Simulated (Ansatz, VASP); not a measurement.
## One calculation of NaH, two programs

```
CELL_PARAMETERS angstrom
0.00000 2.44000 2.44000
2.44000 0.00000 2.44000
2.44000 2.44000 0.00000
ATOMIC_POSITIONS crystal
Na 0.00000 0.00000 0.00000
H 0.48012 0.52492 0.48461
```

Change from the starting cell: one atom moved.

Alike in both runs: task single point; functional PBE; k mesh 8 × 8 × 8; occupations gaussian, width 0.02 eV; no spin polarisation.

|  | VASP | Ansatz |
| --- | --- | --- |
| version | VASP 6.6.1 | Ansatz 0.2.0 |
| potentials or method | VASP PAW PBE potentials, release 64 (Na_pv, H), cutoff 520 eV | scalar-relativistic, plane waves, PAW |
| valence electrons in the cell | 8 | 10 |

|  | VASP | Ansatz | Ansatz less VASP |
| --- | --- | --- | --- |
| gap on the k mesh at the Fermi level (eV) | 3.71 | 3.71 | +0.002 |
| least direct gap on the mesh (eV) | 4.55 | 4.55 | +0.004 |
| pressure (GPa) | -0.6 | -0.6 | +0.03 |
| traceless stress, the component that is largest in VASP (GPa) | 0.14 | 0.14 | -0.001 |
| rms of the force components (eV/Å) | 0.041 | 0.041 | -0.0004 |

Atom by atom the forces differ by 0.000 eV/Å (rms over components). With one functional, cell and mesh, what is left measures potentials, basis and numerics. VASP's potentials hold 8 valence electrons a cell and Ansatz's 10, so a difference there can come from the potentials and not from the codes.
